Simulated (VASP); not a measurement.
Input of a VASP 6.6.1 run:

INCAR

```
SYSTEM = KF
ALGO = Normal
EDIFF = 1E-6
ENCUT = 520
GGA = PS
ISIF = 2
ISMEAR = -1
LASPH = .True.
LCHARG = .True.
LELF = .True.
LREAL = .False.
LVHAR = .True.
LWAVE = .False.
NBANDS = 15
NELM = 60
PREC = Accurate
SIGMA = 0.01
```

The input KPOINTS:

```
k-points
0
Gamma
  9 9 9
  0 0 0
```

POSCAR

```
KF
1.0
    0.0000000000      2.6912058140      2.6912058140
    2.6912058140      0.0000000000      2.6912058140
    2.6912058140      2.6912058140      0.0000000000
K F
1 1
Direct
    0.0000000000      0.0000000000      0.0000000000
    0.5000000000      0.5000000000      0.5000000000
```

Potentials or basis: VASP PAW PBE potentials, release 64 (K_sv, F).

Launch:

```sh
$ cat potpaw_PBE.64/K_sv/POTCAR potpaw_PBE.64/F/POTCAR > POTCAR
$ mpirun -np 1 vasp_std > vasp.out
```

**Question.** What does it give for the band gap on the k mesh?

**Answer.** 5.92 eV.

**Question.** Estimate the pressure.

**Answer.** -1.2 GPa.

Caveat: the PAW data sets were made with another functional, which shifts forces and pressure a little; an odd mesh through Γ misses points on the zone boundary, where band edges can lie.
